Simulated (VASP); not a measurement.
## O: electric field gradients with PBE

Crystal: O.

```
CELL_PARAMETERS angstrom
1.69153 0.97661 3.76895
-1.69153 0.97661 3.76895
0.00000 -1.95321 3.76895
ATOMIC_POSITIONS crystal
O 0.94539 0.94539 0.94539
O 0.05461 0.05461 0.05461
```

```yaml
Program: VASP 6.6.1
Task: electric field gradients
Functional: PBE
Potentials_or_basis: VASP PAW PBE potentials, release 64 (O)
Cutoff: 520 eV
k_mesh: 8 × 8 × 8
Occupations: fermi-dirac, width 0.02 eV
Spin: collinear spin, ferromagnetic start
Starting_moments: "[1.0, 1.0] μB"
Dipole_correction: no
Further_INCAR_settings: ALGO = Normal; EDIFF = 1e-08; NBANDS = 17
```

```json
{
 "Pressure": "0.4 GPa",
 "Largest force": "0.129 eV/Å",
 "Band gap on the k mesh": "1.36 eV (least direct gap 1.41 eV)",
 "Net moment": "2.00 μB per cell",
 "Site moments": "O +0.81 μB",
 "Largest electric field gradient by atom": "O +148.2 V/Å²",
 "Valence electrons inside the program's atomic spheres": "O 4.89"
}
```

Forces in eV/Å, atoms in the order of the input:
```
O    0.000  0.000  0.129
O    0.000  0.000 -0.129
```

Stress tensor (GPa, compression positive):
```
 0.70  0.00  0.00
 0.00  0.70  0.00
 0.00  0.00 -0.20
```

Levels at points of the mesh, in eV from the valence-band top:
Spin up:
```tsv
k point	band 5	band 6	band 7	band 8	band 9	band 10
(0.00, 0.00, 0.00)	-6.27	-0.13	-0.13	6.82	10.26	13.87
(0.50, 0.00, 0.00)	-6.40	-0.53	-0.32	9.13	11.10	11.14
(0.50, 0.50, 0.00)	-6.51	-0.80	-0.06	8.73	10.83	12.29
(0.50, 0.50, 0.50)	-6.32	0.00	0.00	6.91	7.95	11.91
```
Spin down:
```csv
k point,band 3,band 4,band 5,band 6,band 7,band 8
"(0.00, 0.00, 0.00)",-6.47,-4.32,-4.32,2.25,2.25,7.23
"(0.50, 0.00, 0.00)",-5.93,-5.34,-4.48,1.73,2.00,9.95
"(0.50, 0.50, 0.00)",-5.65,-5.22,-4.60,1.36,2.35,9.65
"(0.50, 0.50, 0.50)",-5.52,-4.38,-4.38,2.42,2.42,7.64
```

Electric field gradients, principal values (V/Å²):
| atom | least | middle | greatest (by size) |
| --- | --- | --- | --- |
| 1 O | -74.076 | -74.076 | 148.153 |
| 2 O | -74.076 | -74.076 | 148.153 |

It took 2 min on 1 thread of Intel Xeon 8259CL, on a shared host, peak memory 0.22 GiB.

Caveat: the standard files for N, O and F lose accuracy on very short bonds; this functional lacks dispersion, which holds the molecules together, so the pressure and a relaxed volume are unreliable; without QUAD_EFG the Cq values of the log hold for a quadrupole moment of 1 mb, not for the nuclei. A k mesh can miss the band edges.
